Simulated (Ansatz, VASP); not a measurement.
## BeTe: VASP beside Ansatz

INCAR

```
  PREC = Accurate
  ENCUT = 600
  EDIFF = 1E-6
  ISMEAR = 0
  SIGMA = 0.1
  LREAL = False
  LASPH = True
  NELM = 120
  ALGO = Normal
  ISIF = 2
  LWAVE = False
  LCHARG = False
  GGA = CA
  NBANDS = 11
  GGA_COMPAT = False
```

Contents of KPOINTS:

```
Automatic mesh
0
Gamma
  6 6 6
```

POSCAR

```
BeTe
1.0
    0.0000000000      2.8100000000      2.8100000000
    2.8100000000      0.0000000000      2.8100000000
    2.8100000000      2.8100000000      0.0000000000
Be Te
1 1
Direct
    0.0000000000      0.0000000000      0.0000000000
    0.2500000000      0.2500000000      0.2500000000
```

Input for Ansatz:

```yaml
crystal:
  lattice:
    - [0.0, 2.81, 2.81]
    - [2.81, 0.0, 2.81]
    - [2.81, 2.81, 0.0]
  atoms:
    - { symbol: Be, position: [0.0, 0.0, 0.0] }
    - { symbol: Te, position: [0.25, 0.25, 0.25] }
basis:
  ecutwfc: 420
kpoints:
  mp_grid: { grid: [6, 6, 6] }
hamiltonian:
  xc: lda
  pseudopotentials: { kind: paw, azcp: { folder: soft_1 } }
scf:
  occupations: { method: gaussian, width: 0.1 }
output:
  forces: true
  stress: true
  eigenvalues: true
```

Alike in both runs: task single point; functional LDA; k mesh 6 × 6 × 6; occupations gaussian, width 0.1 eV; no spin polarisation.

|  | VASP | Ansatz |
| --- | --- | --- |
| version | VASP 6.6.1 | Ansatz 0.2.0 |
| potentials or method | VASP PAW LDA potentials, release 64 (Be, Te), cutoff 600 eV | scalar-relativistic, plane waves, PAW |
| valence electrons in the cell | 8 | 18 |

|  | VASP | Ansatz | Ansatz less VASP |
| --- | --- | --- | --- |
| gap on the k mesh at the Fermi level (eV) | 1.85 | 1.87 | +0.018 |
| least direct gap on the mesh (eV) | 3.58 | 3.61 | +0.035 |
| pressure (GPa) | -1.8 | -2.0 | -0.24 |

Ansatz warns that its potentials were made for another functional, while VASP's fit it. LDA's correlation is that of Perdew and Zunger in VASP and of Perdew and Wang (1992) in Ansatz. VASP's potentials hold 8 valence electrons a cell and Ansatz's 18, so a difference there can come from the potentials and not from the codes.

Spin-orbit coupling is off throughout.
